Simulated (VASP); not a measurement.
# SnO2 (P1) in VASP: single point with PBE

Aim: the single point of SnO2 with PBE.

Program: VASP 6.6.1. These are calculated values, not measurements. Logs are shortened: lines on timing, memory, paths and dates and some standing lists are left out, and cuts for length are marked.

**1. The cell of the first run**

The typed cell holds 6 atoms: a = 4.839 Å, b = 4.780 Å, c = 3.235 Å, α = 89.89°, β = 90.51°, γ = 89.07°.

**2. Single point, PBE (atoms moved at random and the cell strained at random)**

Contents of INCAR:

```
SYSTEM = SnO2
PREC = Accurate
ENCUT = 520
EDIFF = 1E-6
ISMEAR = 0
SIGMA = 0.05
LREAL = .False.
LASPH = .True.
NELM = 60
ALGO = Normal
ISIF = 2
LWAVE = .False.
LCHARG = .False.
GGA = PE
NBANDS = 35
```

Contents of KPOINTS:

```
Automatic mesh
0
Gamma
  6 6 10
  0 0 0
```

Contents of POSCAR:

```
SnO2
1.0
    4.8386028847      0.0389137213     -0.0215447885
    0.0389137213      4.7796443190      0.0046131684
   -0.0144511921      0.0030942881      3.2350506073
Sn O
2 4
Direct
   -0.0032294367      0.0202048917      0.0049574309
    0.5224231586      0.5017941267      0.4997811363
    0.2548646189      0.2584610882      0.0124201468
    0.8066627223      0.1605803061      0.5193210254
    0.2342092133      0.8117939652      0.4830069936
    0.6850697236      0.7471656221     -0.0194867329
```

Potentials or basis: VASP PAW PBE potentials, release 64 (Sn_d, O).

On the command line:

```bash
> cat potpaw_PBE.64/Sn_d/POTCAR potpaw_PBE.64/O/POTCAR > POTCAR
> mpirun -np 1 vasp_std > vasp.out
```

OUTCAR:

```text
SYSTEM = SnO2
   PREC = Accurate
   ENCUT = 520
   EDIFF = 1E-6
   ISMEAR = 0
   LREAL = .False.
   LASPH = .True.
   NELM = 60
   ISIF = 2
   GGA = PE

 ion  position               nearest neighbor table
   1  0.997  0.020  0.005-   3 1.70   4 1.93   6 2.01   4 2.02   5 2.15   5 2.27   2 3.60   2 3.61

   2  0.522  0.502  0.500-   5 2.02   6 2.10   4 2.12   6 2.21   3 2.35   3 2.42   1 3.60   1 3.61

   3  0.255  0.258  0.012-   1 1.70   2 2.35   2 2.42
   4  0.807  0.161  0.519-   1 1.93   1 2.02   2 2.12
   5  0.234  0.812  0.483-   2 2.02   1 2.15   1 2.27
   6  0.685  0.747  0.981-   1 2.01   2 2.10   2 2.21

  LATTYP: Found a triclinic cell.
 ALAT       =     6.7462750392
 B/A-ratio  =     0.7085102407
 C/A-ratio  =     0.4795363879
 COS(alpha) =     0.0018852062
 COS(beta)  =     0.0077275838
 COS(gamma) =     0.6969062027

  Lattice vectors:

 A1 = (   4.7996891634,  -4.7407305977,  -0.0261579569)
 A2 = (  -0.0389137213,  -4.7796443190,  -0.0046131684)
 A3 = (   0.0144511921,  -0.0030942881,  -3.2350506073)

Analysis of symmetry for initial positions (statically):
=====================================================================
 Subroutine PRICEL returns:
 Original cell was already a primitive cell.

 Routine SETGRP: Setting up the symmetry group for a
 triclinic supercell.

 Subroutine GETGRP returns: Found  1 space group operations
 (whereof  1 operations were pure point group operations)
 out of a pool of  2 trial point group operations.

The static configuration has the point symmetry C_1 .

Analysis of symmetry for dynamics (positions and initial velocities):
=====================================================================
 Subroutine PRICEL returns:
 Original cell was already a primitive cell.

 Routine SETGRP: Setting up the symmetry group for a
 triclinic supercell.

 Subroutine GETGRP returns: Found  1 space group operations
 (whereof  1 operations were pure point group operations)
 out of a pool of  2 trial point group operations.

The dynamic configuration has the point symmetry C_1 .

 Subroutine INISYM returns: Found  1 space group operations
 (whereof  1 operations are pure point group operations),
 and found     1 'primitive' translations

----------------------------------------------------------------------------------------

                                     Primitive cell

  volume of cell :      74.8099

  direct lattice vectors                    reciprocal lattice vectors
     4.838602885  0.038913721 -0.021544788     0.206688887 -0.001683661  0.000924904
     0.038913721  4.779644319  0.004613168    -0.001683661  0.209234497 -0.000207651
    -0.014451192  0.003094288  3.235050607     0.001378907 -0.000309580  0.309120631

  length of vectors
     4.838807325  4.779804952  3.235084364     0.206697814  0.209241374  0.309123861

  position of ions in fractional coordinates (direct lattice)
     0.996770563  0.020204892  0.004957431
     0.522423159  0.501794127  0.499781136
     0.254864619  0.258461088  0.012420147
     0.806662722  0.160580306  0.519321025
     0.234209213  0.811793965  0.483006994
     0.685069724  0.747165622  0.980513267

  ion indices of the primitive-cell ions
   primitive index   ion index
                 1           1
                 2           2
                 3           3
                 4           4
                 5           5
                 6           6

----------------------------------------------------------------------------------------

 KPOINTS: Automatic mesh

Automatic generation of k-mesh.
 Grid dimensions read from file:
 generate k-points for:    6    6   10

 Generating k-lattice:

  Cartesian coordinates                     Fractional coordinates (reciprocal lattice)
     0.034448148 -0.000280610  0.000154151     0.166666667 -0.000000000 -0.000000000
    -0.000280610  0.034872416 -0.000034609     0.000000000  0.166666667  0.000000000
     0.000137891 -0.000030958  0.030912063     0.000000000  0.000000000  0.100000000

  Length of vectors
     0.034449636  0.034873562  0.030912386

  Shift w.r.t. Gamma in fractional coordinates (k-lattice)
     0.000000000  0.000000000  0.000000000

 Subroutine IBZKPT returns following result:
 ===========================================

 Found    184 irreducible k-points:

 Following reciprocal coordinates:
            Coordinates               Weight
  0.000000  0.000000  0.000000      1.000000
  0.166667 -0.000000  0.000000      2.000000
  0.333333 -0.000000  0.000000      2.000000
  0.500000 -0.000000  0.000000      1.000000
  0.000000  0.166667 -0.000000      2.000000
  0.166667  0.166667  0.000000      2.000000
[... 16 lines left out ...]
  0.333333 -0.000000  0.100000      2.000000
  0.500000 -0.000000  0.100000      2.000000
 [... further k-points ...]
   k-points           NKPTS =    184   k-points in BZ     NKDIM =    184   number of bands    NBANDS=     35
   number of dos      NEDOS =    301   number of ions     NIONS =      6
   total plane-waves  NPLWV =  31104
   dimension x,y,z NGX =    36 NGY =   36 NGZ =   24
   dimension x,y,z NGXF=    72 NGYF=   72 NGZF=   48
   ions per type =               2   4
   NGX,Y,Z   is equivalent  to a cutoff of  12.37, 12.52, 12.33 a.u.
   NGXF,Y,Z  is equivalent  to a cutoff of  24.74, 25.04, 24.67 a.u.
 SYSTEM =  SnO2
   PREC   = accura    normal or accurate (medium, high low for compatibility)
   ISTART =      0    job   : 0-new  1-cont  2-samecut
   ICHARG =      2    charge: 1-file 2-atom 10-const
   ISPIN  =      1    spin polarized calculation?
   LNONCOLLINEAR =      F non collinear calculations
   LSORBIT =      F    spin-orbit coupling
   LASPH  =      T    aspherical Exc in radial PAW
   ENCUT  =  520.0 eV  38.22 Ry    6.18 a.u.   9.00  8.89  6.02*2*pi/ulx,y,z
   NELM   =     60;   NELMIN=  2; NELMDL= -5     # of ELM steps
   EDIFF  = 0.1E-05   stopping-criterion for ELM
   LREAL  =      F    real-space projection
   EDIFFG = 0.1E-04   stopping-criterion for IOM
   NSW    =      0    number of steps for IOM
   IBRION =     -1    ionic relax: 0-MD 1-quasi-New 2-CG
   NFREE  =      0    steps in history (QN), initial steepest desc. (CG)
   ISIF   =      2    stress and relaxation
   ISYM   =      2    0-nonsym 1-usesym 2-fastsym
   POTIM  = 0.5000    time-step for ionic-motion
   TEBEG  =    0.0;   TEEND  =   0.0 temperature during run
   PSTRESS=    0.0 pullay stress
   NELECT =      52.0000    total number of electrons
   NUPDOWN=      -1.0000    fix difference up-down
   EMIN   =  10.00;   EMAX   =-10.00  energy-range for DOS
   EFERMI =   0.00;   METHOD = LEGACY
   ISMEAR =     0;   SIGMA  =   0.05  broadening in eV -4-tet -1-fermi 0-gaus
   EFERMI_NEDOS =   21; number of points for ismear=-14 and -15
   IALGO  =     38    algorithm
   IMIX   =      4    mixing-type and parameters
     AMIX     =   0.40;   BMIX     =  1.00
     AMIX_MAG =   1.60;   BMIX_MAG =  1.00
  volume/ion in A,a.u.               =      12.47        84.14
  Fermi-wavevector in a.u.,A,eV,Ry     =   1.450183  2.740449 28.613482  2.103032
  Thomas-Fermi vector in A             =   2.567825
   LORBIT       =      0    0 simple, 1 ext, 2 COOP (PROOUT), +10 PAW based schemes
   GGA     = PE    functional components
   LHFCALC =     F    Hartree Fock is set to
   AEXX    =    0.0000 exact exchange contribution
   IVDW    =     0    specifies the selected vdW correction
   LEPSILON=     F    determine dielectric tensor
   LRPA    =     F    only Hartree local field effects (RPA)
 non-spin polarized calculation
 Gauss-broadening in eV      SIGMA  =   0.05
  energy-cutoff  :      520.00
  volume of cell :       74.81
 maximum number of plane-waves:      2042
   NGX = 17   NGY = 17   NGZ = 13

 number of electron      52.0000003 magnetization

 Free energy of the ion-electron system (eV)
  ---------------------------------------------------
  ext. energy  EPLUGINS =         0.00000000
  ---------------------------------------------------
  free energy    TOTEN  =       -34.16504942 eV

  energy without entropy =      -34.16500087  energy(sigma->0) =      -34.16502515

 E-fermi :   5.9696     XC(G=0): -11.0283

 val. band max:        5.9000047075   @ k =   0.0000   0.0000   0.1000
 cond. band min:       6.0259982806   @ k =   0.0000   0.0000   0.0000
 fundamental gap:      0.1259935731
 Fermi energy:         5.9695973664

 k-point     1 :       0.0000    0.0000    0.0000
  band No.  band energies     occupation
      1     -15.8971      2.00000
      2     -15.2170      2.00000
      3     -15.0166      2.00000
      4     -14.9633      2.00000
      5     -14.8598      2.00000
      6     -14.8258      2.00000
[... 27 lines left out ...]
     34      17.4448      0.00000
     35      18.9275      0.00000

 k-point     2 :       0.1667   -0.0000    0.0000
  band No.  band energies     occupation
      1     -15.8725      2.00000
      2     -15.2422      2.00000
      3     -15.0247      2.00000
      4     -14.9667      2.00000
      5     -14.8592      2.00000
      6     -14.8253      2.00000
[... 27 lines left out ...]
     34      17.4525      0.00000
     35      18.8288      0.00000

 k-point     3 :       0.3333   -0.0000    0.0000
  band No.  band energies     occupation
      1     -15.8131      2.00000
      2     -15.3101      2.00000
      3     -15.0400      2.00000
      4     -14.9688      2.00000
      5     -14.8578      2.00000
      6     -14.8241      2.00000
[... 27 lines left out ...]
     34      17.5918      0.00000
     35      18.5451      0.00000
[... 723 lines left out ...]
 k-point    23 :       0.3333   -0.0000    0.1000
  band No.  band energies     occupation
      1     -15.7946      2.00000
      2     -15.3109      2.00000
      3     -15.0403      2.00000
      4     -14.9929      2.00000
      5     -14.8647      2.00000
      6     -14.8228      2.00000
[... 27 lines left out ...]
     34      17.6879      0.00000
     35      18.4216      0.00000

 k-point    24 :       0.5000   -0.0000    0.1000
  band No.  band energies     occupation
      1     -15.7707      2.00000
      2     -15.3478      2.00000
      3     -15.0484      2.00000
      4     -14.9886      2.00000
      5     -14.8643      2.00000
      6     -14.8217      2.00000
[... 27 lines left out ...]
     34      17.5662      0.00000
     35      18.2118      0.00000

 [... further k-points ...]

------------------------ aborting loop because EDIFF is reached ----------------------------------------

  FORCE on cell =-STRESS in cart. coord.  units (eV):
  Direction    XX          YY          ZZ          XY          YZ          ZX
  --------------------------------------------------------------------------------------
  -------------------------------------------------------------------------------------
  Total        9.0741769      6.7958255      6.2457427      6.7077195     -0.7917690      1.5395275
  in kB      194.3384324    145.5437863    133.7628578    143.6568511    -16.9570353     32.9715144
  external PRESSURE =     157.8816922 kB  Pullay stress =       0.0000000 kB

 VOLUME and BASIS-vectors are now :
 -----------------------------------------------------------------------------
  energy-cutoff  :      520.00
  volume of cell :       74.81
      direct lattice vectors                 reciprocal lattice vectors
     4.838602885  0.038913721 -0.021544788     0.206688887 -0.001683661  0.000924904
     0.038913721  4.779644319  0.004613168    -0.001683661  0.209234497 -0.000207651
    -0.014451192  0.003094288  3.235050607     0.001378907 -0.000309580  0.309120631

 POSITION                                       TOTAL-FORCE (eV/Angst)
 -----------------------------------------------------------------------------------
      4.82369      0.13538     -0.00534        -3.109053     -8.498344      0.809230
      2.54010      2.42027      1.60788        -1.582555      0.083324     -0.370714
      1.24307      1.24531      0.03588         9.494240      9.131957     -0.022553
      3.90186      0.80051      1.66339        -2.710385      2.942723     -1.485078
      1.15786      3.89069      1.56125        -1.351709     -0.520263      0.420974
      3.32969      3.60088      3.16070        -0.740538     -3.139397      0.648142
 -----------------------------------------------------------------------------------
    total drift:                                0.001451     -0.000443     -0.000399

  FREE ENERGIE OF THE ION-ELECTRON SYSTEM (eV)
  ---------------------------------------------------
  free  energy   TOTEN  =       -34.1650494181 eV

  energy  without entropy=      -34.1650008747  energy(sigma->0) =      -34.16502515
```

It took 2.4 min on 1 thread of Intel Xeon 6975P-C (Granite Rapids), shared host; peak memory 0.45 GiB.

Results:

```
Free energy            : -34.1650 eV
Pressure               : 15.8 GPa
Largest force          : 13.173 eV/Å
Band gap on the k mesh : 0.13 eV (least direct gap 0.20 eV)
```

Forces in eV/Å, atoms in the order of the input:
```
Sn  -3.109 -8.498  0.809
Sn  -1.583  0.083 -0.371
O    9.494  9.132 -0.023
O   -2.710  2.943 -1.485
O   -1.352 -0.520  0.421
O   -0.741 -3.139  0.648
```

Stress tensor (GPa, compression positive):
```
19.43 14.37  3.30
14.37 14.55 -1.70
 3.30 -1.70 13.38
```

Caveat: the cell differs from its parent crystal (atoms moved at random and the cell strained at random); the cell stands under pressure; spin-orbit coupling is left out, which moves the levels of the heavy elements; forces of over 1 eV/Å act on the atoms, so gaps and moduli don't describe the material at rest. A k mesh can miss the band edges.
